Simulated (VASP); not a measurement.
# Li (Im-3m) in VASP: a series of runs

The runs below take Li through single point, relaxation of cell and atoms, with r2SCAN.

All numbers are computed with VASP 6.6.1; they aren't measurements. Logs are shortened: lines on timing, memory, paths and dates and some standing lists are left out, and cuts for length are marked.

## (1) The cell of the first run

It takes space group Im-3m (No. 229, cubic). Conventional cell: a = 3.477 Å, b = 3.477 Å, c = 3.477 Å, α = 90.00°, β = 90.00°, γ = 90.00°. Li (site symmetry m-3m) has 14 Li at 3.01 to 3.48 Å within 4.0 Å.

## (2) Single point, r2SCAN

POSCAR reads:

```
Li
1.0
   -1.7385383600      1.7385383600      1.7385383600
    1.7385383600     -1.7385383600      1.7385383600
    1.7385383600      1.7385383600     -1.7385383600
Li
1
Direct
    0.0000000000      0.0000000000      0.0000000000
```

INCAR.step1 reads:

```
SYSTEM = Li
ALGO = Normal ; EDIFF = 1E-4
ENCUT = 520 ; GGA = PE
ISMEAR = 0 ; LASPH = .True.
LCHARG = .False. ; LREAL = .False.
LWAVE = .True. ; NBANDS = 8
NELM = 100 ; PREC = Accurate
SIGMA = 0.02
```

INCAR.step2 reads:

```
SYSTEM = Li
ALGO = Normal ; EDIFF = 1E-6
ENCUT = 520 ; ISIF = 2
ISMEAR = 0 ; ISTART = 1
LASPH = .True. ; LCHARG = .False.
LMIXTAU = .True. ; LREAL = .False.
LWAVE = .False. ; METAGGA = R2SCAN
NBANDS = 8 ; NELM = 100
PREC = Accurate ; SIGMA = 0.02
```

KPOINTS reads:

```
k-points
0
Gamma
  7 7 7
  0 0 0
```

Potentials or basis: VASP PAW PBE potentials, release 64 (Li_sv).

Command:

```bash
cat potpaw_PBE.64/Li_sv/POTCAR > POTCAR
cp INCAR.step1 INCAR
mpirun -np 1 vasp_std > vasp.out
cp INCAR.step2 INCAR
mpirun -np 1 vasp_std > vasp.out
```

OUTCAR:

```text
SYSTEM = Li
   EDIFF = 1E-6
   ENCUT = 520
   ISIF = 2
   ISMEAR = 0
   ISTART = 1
   LASPH = .True.
   LREAL = .False.
   METAGGA = R2SCAN
   NELM = 100
   PREC = Accurate

 ion  position               nearest neighbor table
   1  0.000  0.000  0.000-

  LATTYP: Found a body centered cubic cell.
 ALAT       =     3.4770767200

  Lattice vectors:

 A1 = (  -1.7385383600,   1.7385383600,   1.7385383600)
 A2 = (   1.7385383600,  -1.7385383600,   1.7385383600)
 A3 = (   1.7385383600,   1.7385383600,  -1.7385383600)

Analysis of symmetry for initial positions (statically):
=====================================================================
 Subroutine PRICEL returns:
 Original cell was already a primitive cell.

 Routine SETGRP: Setting up the symmetry group for a
 body centered cubic supercell.

 Subroutine GETGRP returns: Found 48 space group operations
 (whereof 48 operations were pure point group operations)
 out of a pool of 48 trial point group operations.

The static configuration has the point symmetry O_h .

Analysis of symmetry for dynamics (positions and initial velocities):
=====================================================================
 Subroutine PRICEL returns:
 Original cell was already a primitive cell.

 Routine SETGRP: Setting up the symmetry group for a
 body centered cubic supercell.

 Subroutine GETGRP returns: Found 48 space group operations
 (whereof 48 operations were pure point group operations)
 out of a pool of 48 trial point group operations.

The dynamic configuration has the point symmetry O_h .

 Subroutine INISYM returns: Found 48 space group operations
 (whereof 48 operations are pure point group operations),
 and found     1 'primitive' translations

----------------------------------------------------------------------------------------

                                     Primitive cell

  volume of cell :      21.0190

  direct lattice vectors                    reciprocal lattice vectors
    -1.738538360  1.738538360  1.738538360     0.000000000  0.287597911  0.287597911
     1.738538360 -1.738538360  1.738538360     0.287597911  0.000000000  0.287597911
     1.738538360  1.738538360 -1.738538360     0.287597911  0.287597911  0.000000000

  length of vectors
     3.011236770  3.011236770  3.011236770     0.406724866  0.406724866  0.406724866

  position of ions in fractional coordinates (direct lattice)
     0.000000000  0.000000000  0.000000000

  ion indices of the primitive-cell ions
   primitive index   ion index
                 1           1

----------------------------------------------------------------------------------------

 KPOINTS: k-points

Automatic generation of k-mesh.
 Grid dimensions read from file:
 generate k-points for:    7    7    7

 Generating k-lattice:

  Cartesian coordinates                     Fractional coordinates (reciprocal lattice)
     0.000000000  0.041085416  0.041085416     0.142857143  0.000000000  0.000000000
     0.041085416  0.000000000  0.041085416     0.000000000  0.142857143  0.000000000
     0.041085416  0.041085416  0.000000000     0.000000000  0.000000000  0.142857143

  Length of vectors
     0.058103552  0.058103552  0.058103552

  Shift w.r.t. Gamma in fractional coordinates (k-lattice)
     0.000000000  0.000000000  0.000000000

 Subroutine IBZKPT returns following result:
 ===========================================

 Found     20 irreducible k-points:

 Following reciprocal coordinates:
            Coordinates               Weight
  0.000000  0.000000  0.000000      1.000000
  0.142857  0.000000  0.000000     12.000000
  0.285714  0.000000  0.000000     12.000000
  0.428571  0.000000  0.000000     12.000000
  0.142857  0.142857  0.000000     24.000000
  0.285714  0.142857  0.000000     48.000000
[... 12 lines left out ...]
 -0.428571 -0.428571  0.285714      8.000000
 -0.428571  0.428571  0.428571      6.000000
   k-points           NKPTS =     20   k-points in BZ     NKDIM =     20   number of bands    NBANDS=      8
   number of dos      NEDOS =    301   number of ions     NIONS =      1
   total plane-waves  NPLWV =  13824
   dimension x,y,z NGX =    24 NGY =   24 NGZ =   24
   dimension x,y,z NGXF=    48 NGYF=   48 NGZF=   48
   ions per type =               1
   NGX,Y,Z   is equivalent  to a cutoff of  13.25, 13.25, 13.25 a.u.
   NGXF,Y,Z  is equivalent  to a cutoff of  26.50, 26.50, 26.50 a.u.
 SYSTEM =  Li
   PREC   = accura    normal or accurate (medium, high low for compatibility)
   ISTART =      1    job   : 0-new  1-cont  2-samecut
   ICHARG =      0    charge: 1-file 2-atom 10-const
   ISPIN  =      1    spin polarized calculation?
   LNONCOLLINEAR =      F non collinear calculations
   LSORBIT =      F    spin-orbit coupling
   LASPH  =      T    aspherical Exc in radial PAW
   ENCUT  =  520.0 eV  38.22 Ry    6.18 a.u.   5.60  5.60  5.60*2*pi/ulx,y,z
   NELM   =    100;   NELMIN=  2; NELMDL=  0     # of ELM steps
   EDIFF  = 0.1E-05   stopping-criterion for ELM
   LREAL  =      F    real-space projection
   EDIFFG = 0.1E-04   stopping-criterion for IOM
   NSW    =      0    number of steps for IOM
   IBRION =     -1    ionic relax: 0-MD 1-quasi-New 2-CG
   NFREE  =      0    steps in history (QN), initial steepest desc. (CG)
   ISIF   =      2    stress and relaxation
   ISYM   =      2    0-nonsym 1-usesym 2-fastsym
   POTIM  = 0.5000    time-step for ionic-motion
   TEBEG  =    0.0;   TEEND  =   0.0 temperature during run
   PSTRESS=    0.0 pullay stress
   NELECT =       3.0000    total number of electrons
   NUPDOWN=      -1.0000    fix difference up-down
   EMIN   =  10.00;   EMAX   =-10.00  energy-range for DOS
   EFERMI =   0.00;   METHOD = LEGACY
   ISMEAR =     0;   SIGMA  =   0.02  broadening in eV -4-tet -1-fermi 0-gaus
   EFERMI_NEDOS =   21; number of points for ismear=-14 and -15
   IALGO  =     38    algorithm
   IMIX   =      4    mixing-type and parameters
     AMIX     =   0.40;   BMIX     =  1.00
     AMIX_MAG =   1.60;   BMIX_MAG =  1.00
  volume/ion in A,a.u.               =      21.02       141.84
  Fermi-wavevector in a.u.,A,eV,Ry     =   0.855548  1.616751  9.958949  0.731962
  Thomas-Fermi vector in A             =   1.972314
   LORBIT       =      0    0 simple, 1 ext, 2 COOP (PROOUT), +10 PAW based schemes
   METAGGA = R2SCAN    functional components
   LHFCALC =     F    Hartree Fock is set to
   AEXX    =    0.0000 exact exchange contribution
   IVDW    =     0    specifies the selected vdW correction
   LEPSILON=     F    determine dielectric tensor
   LRPA    =     F    only Hartree local field effects (RPA)
 non-spin polarized calculation
 Gauss-broadening in eV      SIGMA  =   0.02
  energy-cutoff  :      520.00
  volume of cell :       21.02
 maximum number of plane-waves:       581
   NGX = 11   NGY = 11   NGZ = 11

 number of electron       2.9999991 magnetization

 Free energy of the ion-electron system (eV)
  ---------------------------------------------------
  ext. energy  EPLUGINS =         0.00000000
  ---------------------------------------------------
  free energy    TOTEN  =        -2.38176677 eV

  energy without entropy =       -2.38116705  energy(sigma->0) =       -2.38146691

 E-fermi :   0.4931     XC(G=0):  -7.3532

 val. band max:        0.4826497602   @ k =  -0.2857   0.4286   0.1429
 cond. band min:       0.7446719198   @ k =  -0.4286   0.4286   0.1429
 fundamental gap:      0.2620221596
 Fermi energy:         0.4931374838

 k-point     1 :       0.0000    0.0000    0.0000
  band No.  band energies     occupation
      1     -47.6108      2.00000
      2      -3.2738      2.00000
      3      16.4585      0.00000
      4      16.4601      0.00000
      5      16.4601      0.00000
      6      20.6188      0.00000
      7      20.6190      0.00000
      8      20.6190      0.00000

 k-point     2 :       0.1429    0.0000    0.0000
  band No.  band energies     occupation
      1     -47.6077      2.00000
      2      -2.8598      2.00000
      3      13.4718      0.00000
      4      14.7828      0.00000
      5      15.6794      0.00000
      6      18.0488      0.00000
      7      18.5392      0.00000
      8      20.6990      0.00000

 k-point     3 :       0.2857    0.0000    0.0000
  band No.  band energies     occupation
      1     -47.6000      2.00000
      2      -1.6209      2.00000
      3       8.5905      0.00000
      4      12.8815      0.00000
      5      14.2535      0.00000
      6      15.8970      0.00000
      7      18.2342      0.00000
      8      21.7155      0.00000

 k-point     4 :       0.4286    0.0000    0.0000
  band No.  band energies     occupation
      1     -47.5940      2.00000
      2       0.2559      2.00000
      3       4.7479      0.00000
      4      11.8762      0.00000
      5      13.3725      0.00000
      6      14.8116      0.00000
      7      18.5021      0.00000
      8      23.9193      0.00000

 k-point     5 :       0.1429    0.1429    0.0000
  band No.  band energies     occupation
      1     -47.6022      2.00000
      2      -2.0287      2.00000
      3      10.7609      0.00000
      4      11.6968      0.00000
      5      13.8406      0.00000
      6      18.2590      0.00000
      7      18.6773      0.00000
      8      21.2825      0.00000

 k-point     6 :       0.2857    0.1429    0.0000
  band No.  band energies     occupation
      1     -47.5953      2.00000
      2      -0.3940      2.00000
      3       6.5669      0.00000
      4      10.0392      0.00000
      5      12.5948      0.00000
      6      17.9908      0.00000
      7      19.1622      0.00000
      8      22.6848      0.00000

 k-point     7 :       0.4286    0.1429    0.0000
  band No.  band energies     occupation
      1     -47.5923      2.00000
      2       1.2254      0.00000
      3       3.9870      0.00000
      4       9.5420      0.00000
      5      12.1510      0.00000
      6      17.7184      0.00000
      7      19.7292      0.00000
      8      23.9674      0.00000
[... 89 lines left out ...]
 k-point    16 :      -0.4286   -0.4286    0.1429
  band No.  band energies     occupation
      1     -47.5887      2.00000
      2       2.2946      0.00000
      3       4.1604      0.00000
      4       7.6249      0.00000
      5      13.9246      0.00000
      6      15.9168      0.00000
      7      17.5953      0.00000
      8      20.4741      0.00000

 k-point    17 :      -0.2857    0.2857    0.2857
  band No.  band energies     occupation
      1     -47.5913      2.00000
      2       0.1141      2.00000
      3       8.8357      0.00000
      4       8.8363      0.00000
      5      11.0470      0.00000
      6      14.0189      0.00000
      7      20.4125      0.00000
      8      23.5760      0.00000

 k-point    18 :      -0.4286    0.4286    0.2857
  band No.  band energies     occupation
      1     -47.5864      2.00000
      2       2.1823      0.00000
      3       5.8156      0.00000
      4       7.7914      0.00000
      5      11.3657      0.00000
      6      14.1492      0.00000
      7      16.5801      0.00000
      8      23.1419      0.00000

 k-point    19 :      -0.4286   -0.4286    0.2857
  band No.  band energies     occupation
      1     -47.5842      2.00000
      2       4.3991      0.00000
      3       4.3994      0.00000
      4       6.7262      0.00000
      5      12.2749      0.00000
      6      12.2752      0.00000
      7      15.2629      0.00000
      8      24.0926      0.00000

 k-point    20 :      -0.4286    0.4286    0.4286
  band No.  band energies     occupation
      1     -47.5823      2.00000
      2       4.4386      0.00000
      3       6.7431      0.00000
      4       6.7435      0.00000
      5       8.8560      0.00000
      6      10.9481      0.00000
      7      15.2474      0.00000
      8      28.7772      0.00000

------------------------ aborting loop because EDIFF is reached ----------------------------------------

  FORCE on cell =-STRESS in cart. coord.  units (eV):
  Direction    XX          YY          ZZ          XY          YZ          ZX
  --------------------------------------------------------------------------------------
  -------------------------------------------------------------------------------------
  Total       -0.0306175     -0.0306175     -0.0306175     -0.0000000      0.0000000     -0.0000000
  in kB       -2.3338204     -2.3338204     -2.3338204     -0.0000000      0.0000000     -0.0000000
  external PRESSURE =      -2.3338204 kB  Pullay stress =       0.0000000 kB

 VOLUME and BASIS-vectors are now :
 -----------------------------------------------------------------------------
  energy-cutoff  :      520.00
  volume of cell :       21.02
      direct lattice vectors                 reciprocal lattice vectors
    -1.738538360  1.738538360  1.738538360     0.000000000  0.287597911  0.287597911
     1.738538360 -1.738538360  1.738538360     0.287597911  0.000000000  0.287597911
     1.738538360  1.738538360 -1.738538360     0.287597911  0.287597911  0.000000000

 POSITION                                       TOTAL-FORCE (eV/Angst)
 -----------------------------------------------------------------------------------
      0.00000      0.00000      0.00000        -0.000000     -0.000000      0.000000
 -----------------------------------------------------------------------------------
    total drift:                                0.000000      0.000000     -0.000000

  FREE ENERGIE OF THE ION-ELECTRON SYSTEM (eV)
  ---------------------------------------------------
  free  energy   TOTEN  =        -2.3817667742 eV

  energy  without entropy=       -2.3811670529  energy(sigma->0) =       -2.38146691
```

It took 7.7 s on 1 thread of Intel Xeon 6975P-C (Granite Rapids), shared host; peak memory 0.13 GiB.

Results:

| Quantity | Value |
| --- | --- |
| Free energy | -2.3818 eV |
| Band gap on the k mesh | zero (an odd number of electrons rules out a gap without spin polarisation) |

Caveat: the k points lie up to 0.37 Å⁻¹ apart, too coarse for converged energies and pressures of a metal; the cutoff is under 1.25 times the usual one of these potentials, so pressure, stress and relaxed cells hold a basis-set (Pulay) error; the PAW data sets were made with another functional, which shifts forces and pressure a little.

(Part 1 of 2 ends here.)
